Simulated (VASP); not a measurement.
# C in VASP: relaxation of the atoms with PBE

Aim: the relaxation of the atoms of C with PBE.

Program: VASP 6.6.1. These are calculated values, not measurements. Logs are shortened: lines on timing, memory, paths and dates and some standing lists are left out, and cuts for length are marked.

**1. The cell of the first run**

The cell holds a slab with vacuum, 6 atoms: a = 2.526 Å, b = 3.572 Å, c = 18.526 Å, α = 90.00°, β = 90.00°, γ = 90.00°.

**2. Relaxation of the atoms, PBE**

INCAR reads:

```
SYSTEM = C
ALGO = Normal ; DIPOL = 0.5 0.5 0.500
EDIFF = 1E-6 ; EDIFFG = -0.01
ENCUT = 520 ; GGA = PE
IBRION = 2 ; IDIPOL = 3
ISIF = 2 ; ISMEAR = -1
LASPH = .TRUE. ; LCHARG = .FALSE.
LDIPOL = .TRUE. ; LREAL = .FALSE.
LWAVE = .FALSE. ; NELM = 80
NSW = 32 ; PREC = Accurate
SIGMA = 0.02
```

KPOINTS reads:

```
k-points
0
G
  12 8 1
  0 0 0
```

POSCAR reads:

```
C
1.0
    2.5255274271      0.0000000000      0.0000000000
    0.0000000000      3.5716351395      0.0000000000
    0.0000000000      0.0000000000     18.5255000000
C
6
Direct
    0.7500000000      0.0971674604      0.4383265556
    0.2500000000      0.9028325396      0.4383265556
    0.2500000000      0.6103415899      0.5000000220
    0.7500000000      0.3896584101      0.5000000220
    0.7500000000      0.0971674345      0.5616734224
    0.2500000000      0.9028325655      0.5616734224
```

Potentials or basis: VASP PAW PBE potentials, release 64 (C).

Run with:

```
$ cat potpaw_PBE.64/C/POTCAR > POTCAR
$ mpirun -np 1 vasp_std > vasp.out
```

OUTCAR:

```text
SYSTEM = C
   EDIFF = 1E-6
   EDIFFG = -0.01
   ENCUT = 520
   GGA = PE
   IBRION = 2
   ISIF = 2
   ISMEAR = -1
   LASPH = .TRUE.
   LREAL = .FALSE.
   NELM = 80
   NSW = 32
   PREC = Accurate

 ion  position               nearest neighbor table
   1  0.750  0.097  0.438-   2 1.44   2 1.44   4 1.55
   2  0.250  0.903  0.438-   1 1.44   1 1.44   3 1.55
   3  0.250  0.610  0.500-   4 1.49   4 1.49   6 1.55   2 1.55
   4  0.750  0.390  0.500-   3 1.49   3 1.49   5 1.55   1 1.55
   5  0.750  0.097  0.562-   6 1.44   6 1.44   4 1.55
   6  0.250  0.903  0.562-   5 1.44   5 1.44   3 1.55

  LATTYP: Found a simple orthorhombic cell.
 ALAT       =     2.5255274271
 B/A-ratio  =     1.4142135624
 C/A-ratio  =     7.3352994710

  Lattice vectors:

 A1 = (   2.5255274271,   0.0000000000,   0.0000000000)
 A2 = (   0.0000000000,   3.5716351395,   0.0000000000)
 A3 = (   0.0000000000,   0.0000000000,  18.5255000000)

Analysis of symmetry for initial positions (statically):
=====================================================================
 Subroutine PRICEL returns:
 Original cell was already a primitive cell.

 Routine SETGRP: Setting up the symmetry group for a
 simple orthorhombic supercell.

 Subroutine GETGRP returns: Found  8 space group operations
 (whereof  4 operations were pure point group operations)
 out of a pool of  8 trial point group operations.

The static configuration has the point symmetry C_2h.
 The point group associated with its full space group is D_2h.

Analysis of symmetry for dynamics (positions and initial velocities):
=====================================================================
 Subroutine PRICEL returns:
 Original cell was already a primitive cell.

 Routine SETGRP: Setting up the symmetry group for a
 simple orthorhombic supercell.

 Subroutine GETGRP returns: Found  8 space group operations
 (whereof  4 operations were pure point group operations)
 out of a pool of  8 trial point group operations.

The dynamic configuration has the point symmetry C_2h.
 The point group associated with its full space group is D_2h.

 Subroutine INISYM returns: Found  8 space group operations
 (whereof  4 operations are pure point group operations),
 and found     1 'primitive' translations

----------------------------------------------------------------------------------------

                                     Primitive cell

  volume of cell :     167.1049

[... 113 lines left out ...]
   IALGO  =     38    algorithm
   IMIX   =      4    mixing-type and parameters
     AMIX     =   0.40;   BMIX     =  1.00
     AMIX_MAG =   1.60;   BMIX_MAG =  1.00
  volume/ion in A,a.u.               =      27.85       187.95
  Fermi-wavevector in a.u.,A,eV,Ry     =   0.857332  1.620122 10.000522  0.735018
  Thomas-Fermi vector in A             =   1.974369
   LORBIT       =      0    0 simple, 1 ext, 2 COOP (PROOUT), +10 PAW based schemes
   GGA     = PE    functional components
   LHFCALC =     F    Hartree Fock is set to
   AEXX    =    0.0000 exact exchange contribution
   IVDW    =     0    specifies the selected vdW correction
   LEPSILON=     F    determine dielectric tensor
   LRPA    =     F    only Hartree local field effects (RPA)
 conjugate gradient relaxation of ions
 non-spin polarized calculation
  energy-cutoff  :      520.00
  volume of cell :      167.10
 maximum number of plane-waves:      4540
 NGX is ok and might be reduce to    20
   NGX =  9   NGY = 13   NGZ = 69

 dipolmoment           0.000000      0.000000     -0.000000 electrons x Angstroem

--------------------------------------- Ionic step        1  -------------------------------------------

 number of electron      24.0000002 magnetization

 Free energy of the ion-electron system (eV)
  ---------------------------------------------------
  ext. energy  EPLUGINS =         0.00000000
  ---------------------------------------------------
  free energy    TOTEN  =       -48.84479421 eV

  energy without entropy =      -48.84325329  energy(sigma->0) =      -48.84402375

------------------------ aborting loop because EDIFF is reached ----------------------------------------

  FORCE on cell =-STRESS in cart. coord.  units (eV):
  Direction    XX          YY          ZZ          XY          YZ          ZX
  --------------------------------------------------------------------------------------
  -------------------------------------------------------------------------------------
  Total       -3.1312953      7.9610068      0.0741165     -0.0000000      0.0000000      0.0000000
  in kB      -30.0224064     76.3289808      0.7106179     -0.0000000      0.0000000      0.0000000
  external PRESSURE =      15.6723974 kB  Pullay stress =       0.0000000 kB
[... 147 lines left out ...]
--------------------------------------- Ionic step        5  -------------------------------------------

 number of electron      24.0000002 magnetization

 dipolmoment           0.000000      0.000000      0.000000 electrons x Angstroem

 Free energy of the ion-electron system (eV)
  ---------------------------------------------------
  ext. energy  EPLUGINS =         0.00000000
  ---------------------------------------------------
  free energy    TOTEN  =       -48.84490197 eV

  energy without entropy =      -48.84339503  energy(sigma->0) =      -48.84414850

 E-fermi :  -2.7381     XC(G=0):  -3.6857

 val. band max:       -2.7817377158   @ k =   0.0000   0.1250   0.0000
 cond. band min:      -2.7196800410   @ k =   0.3333   0.2500   0.0000
 fundamental gap:      0.0620576747
 Fermi energy:        -2.7381166407

 k-point     1 :       0.0000    0.0000    0.0000
  band No.  band energies     occupation
      1     -23.4109      2.00000
      2     -18.8362      2.00000
      3     -15.8534      2.00000
      4     -14.5370      2.00000
      5     -10.1718      2.00000
      6      -9.4128      2.00000
[... 433 lines left out ...]
      3     -17.8545      2.00000
      4     -12.4186      2.00000
      5     -11.7350      2.00000
      6     -10.5574      2.00000
[... 8 lines left out ...]
     15       4.6967      0.00000
     16       4.9760      0.00000

 [... further k-points ...]

------------------------ aborting loop because EDIFF is reached ----------------------------------------

 vacuum level on the upper side and lower side of the slab       (xc-potential included)        -0.062        -0.062

  FORCE on cell =-STRESS in cart. coord.  units (eV):
  Direction    XX          YY          ZZ          XY          YZ          ZX
  --------------------------------------------------------------------------------------
  -------------------------------------------------------------------------------------
  Total       -3.1626644      7.8273455     -0.0357558      0.0000000      0.0000000      0.0000000
  in kB      -30.3231684     75.0474551     -0.3428213      0.0000000      0.0000000      0.0000000
  external PRESSURE =      14.7938218 kB  Pullay stress =       0.0000000 kB
[... 21 lines left out ...]
  FREE ENERGIE OF THE ION-ELECTRON SYSTEM (eV)
  ---------------------------------------------------
  free  energy   TOTEN  =       -48.8449019666 eV

  energy  without entropy=      -48.8433950253  energy(sigma->0) =      -48.84414850

 reached required accuracy - stopping structural energy minimisation

 vacuum level on the upper side and lower side of the slab         3.077         3.077
```

CONTCAR:

```text
C
   1.00000000000000
     2.5255274271000001    0.0000000000000000    0.0000000000000000
     0.0000000000000000    3.5716351395000001    0.0000000000000000
     0.0000000000000000    0.0000000000000000   18.5255000000000010
  C
     6
Direct
     0.7500000000000000    0.0973201742695513    0.4382313960111505
     0.2500000000000000    0.9026798257304486    0.4382313960111505
     0.2500000000000000    0.6104469099009739    0.5000000220000018
     0.7500000000000000    0.3895530900990261    0.5000000220000018
     0.7500000000000000    0.0973201483695509    0.5617685819888476
     0.2500000000000000    0.9026798516304489    0.5617685819888476

  0.00000000E+00  0.00000000E+00  0.00000000E+00
  0.00000000E+00  0.00000000E+00  0.00000000E+00
  0.00000000E+00  0.00000000E+00  0.00000000E+00
  0.00000000E+00  0.00000000E+00  0.00000000E+00
  0.00000000E+00  0.00000000E+00  0.00000000E+00
  0.00000000E+00  0.00000000E+00  0.00000000E+00
```

Wall time 5.2 min (1 thread of Intel Xeon Platinum 8259CL at 2.50GHz (Skylake/Cascade Lake), shared host); peak memory 0.29 GiB.

What came out:

```yaml
Free_energy: -48.8449 eV
Energy_gained_by_relaxing: 0.0 meV/atom
Ionic_steps: 5
Largest_force_after_relaxing: 0.005 eV/Å
Band_gap_on_the_k_mesh: zero (bands 12 and 13 overlap by 0.94 eV)
```

Forces on the atoms (eV/Å):
```
C    0.000 -0.002 -0.001
C    0.000  0.002 -0.001
C    0.000 -0.005  0.000
C    0.000  0.005  0.000
C    0.000 -0.002  0.001
C    0.000  0.002  0.001
```

The path:
| step | energy change (eV) | largest force (eV/Å) | pressure (GPa) |
| --- | --- | --- | --- |
| 1 | 0.0000 | 0.0323 | 1.57 |
| 2 | -0.0001 | 0.0336 | 1.49 |
| 3 | -0.0001 | 0.0220 | 1.51 |
| 4 | -0.0001 | 0.0124 | 1.47 |
| 5 | -0.0001 | 0.0051 | 1.48 |

Final structure:
```
C
1.0
     2.52553    0.00000    0.00000
     0.00000    3.57164    0.00000
     0.00000    0.00000   18.52550
C
6
Direct
  0.75000 0.09732 0.43823
  0.25000 0.90268 0.43823
  0.25000 0.61045 0.50000
  0.75000 0.38955 0.50000
  0.75000 0.09732 0.56177
  0.25000 0.90268 0.56177
```

The gap in the log of VASP goes by the Fermi energy; the results here count the filled bands.